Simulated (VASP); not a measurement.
A run of VASP 6.6.1:

File INCAR:

```
SYSTEM = Se
PREC = Accurate
ENCUT = 520
EDIFF = 1E-6
ISMEAR = -1
SIGMA = 0.08
LREAL = .FALSE.
LASPH = .TRUE.
NELM = 80
ALGO = Normal
ISIF = 2
LWAVE = .FALSE.
LCHARG = .TRUE.
GGA = CA
LELF = .TRUE.
LVHAR = .TRUE.
NBANDS = 13
```

File KPOINTS:

```
Automatic mesh
0
G
  11 11 11
  0 0 0
```

The input POSCAR:

```
Se
1.0
    0.0000000000      2.7123146435      2.7123146435
    2.7123146435      0.0000000000      2.7123146435
    2.7123146435      2.7123146435      0.0000000000
Se
2
Direct
   -0.1250000000     -0.1250000000     -0.1250000000
    0.1250000000      0.1250000000      0.1250000000
```

Potentials or basis: VASP PAW LDA potentials, release 64 (Se).

Launch:

```bash
$ cat potpaw_LDA.64/Se/POTCAR > POTCAR
$ mpirun -np 1 vasp_std > vasp.out
```

Hardware: 1 thread of Intel(R) Xeon(R) 6975P-C (Granite Rapids), with other jobs on the host.

Problem. Estimate the wall time of this run.

Solution. It took 11 s on 1 thread of Intel(R) Xeon(R) 6975P-C (Granite Rapids) (shared host), peak memory 0.15 GiB. Counts: scf iterations 10, k points 56.
